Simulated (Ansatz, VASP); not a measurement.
## Be2Se: VASP beside Ansatz

```xyz
9
Lattice="3.4646 0.0000 0.0000 0.0000 3.4646 0.0000 0.0000 0.0000 11.3076" Properties=species:S:1:pos:R:3 pbc="T T T"
Be    1.7323    0.0000    7.2715
Be    0.0000    0.0000    5.6538
Be    0.0000    1.7323    4.0361
Be    1.7323    1.7323    5.6538
Be    1.7323    0.0000    1.3459
Be    0.0000    1.7323    9.9616
Se    1.7323    1.7323    8.6082
Se    1.7323    1.7323    2.6993
Se    0.0000    0.0000    0.0000
```

Alike in both runs: functional PBE; k mesh 5 × 5 × 2; occupations gaussian, width 0.2 eV; no spin polarisation.

Ansatz relaxed the structure, and its values are those at the end. VASP's run is a single point on that final structure, the one shown.

|  | VASP | Ansatz |
| --- | --- | --- |
| version | VASP 6.6.1 | Ansatz 0.2.0 |
| potentials or method | VASP PAW PBE potentials, release 64 (Be, Se), cutoff 520 eV | scalar-relativistic, plane waves, PAW |
| valence electrons in the cell | 30 | 60 |

```csv
,VASP,Ansatz,Ansatz less VASP
gap on the k mesh at the Fermi level (eV),none,none,-
pressure (GPa),0.0,-0.1,-0.17
rms of the force components (eV/Å),0.009,0.007,-0.0015
```

A gap of «none» marks a metal or a gap that the smearing closes. VASP's potentials hold 30 valence electrons a cell and Ansatz's 60, so a difference there can come from the potentials and not from the codes.

The k mesh is coarse, so the values compare programs but aren't converged.
